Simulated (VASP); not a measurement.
Input of a VASP 6.6.1 run:

The input POSCAR:

```
SnSe
1.0
    3.6857379806      0.0000000000      0.0000000000
    0.0000000000      3.6857379806      0.0000000000
    0.0000000000      0.0000000000      3.6857379806
Sn Se
1 1
Direct
    0.0000000000      0.0000000000      0.0000000000
    0.5000000000      0.5000000000      0.5000000000
```

Contents of INCAR.step1:

```
PREC = Accurate
ENCUT = 600
ISMEAR = -1
SIGMA = 0.02
LREAL = False
LASPH = True
NELM = 80
GGA = PE
ALGO = Normal
EDIFF = 1E-4
LWAVE = True
LCHARG = False
```

Contents of INCAR.step2:

```
PREC = Accurate
ENCUT = 600
EDIFF = 1E-6
ISMEAR = -1
SIGMA = 0.02
LREAL = False
LASPH = True
NELM = 80
ALGO = Normal
ISIF = 3
LWAVE = False
LCHARG = False
METAGGA = R2SCAN
LMIXTAU = True
IBRION = 2
NSW = 80
EDIFFG = -0.005
ISTART = 1
```

File KPOINTS:

```
regular mesh
0
Gamma
  6 6 6
```

Potentials or basis: VASP PAW PBE potentials, release 64 (Sn_d, Se).

Launch:

```sh
$ cat potpaw_PBE.64/Sn_d/POTCAR potpaw_PBE.64/Se/POTCAR > POTCAR
$ cp INCAR.step1 INCAR
$ mpirun -np 1 vasp_std > vasp.out
$ cp INCAR.step2 INCAR
$ mpirun -np 1 vasp_std > vasp.out
```

(1) Estimate the relaxed volume.

(2) What does it give for the relaxed cell?

## Answers

(1) 24.63 Å³/atom.

(2) a = 3.666 Å, b = 3.666 Å, c = 3.666 Å, α = 90.00°, β = 90.00°, γ = 90.00°.

Caveat: the PAW data sets were made with another functional, which shifts forces and pressure a little.
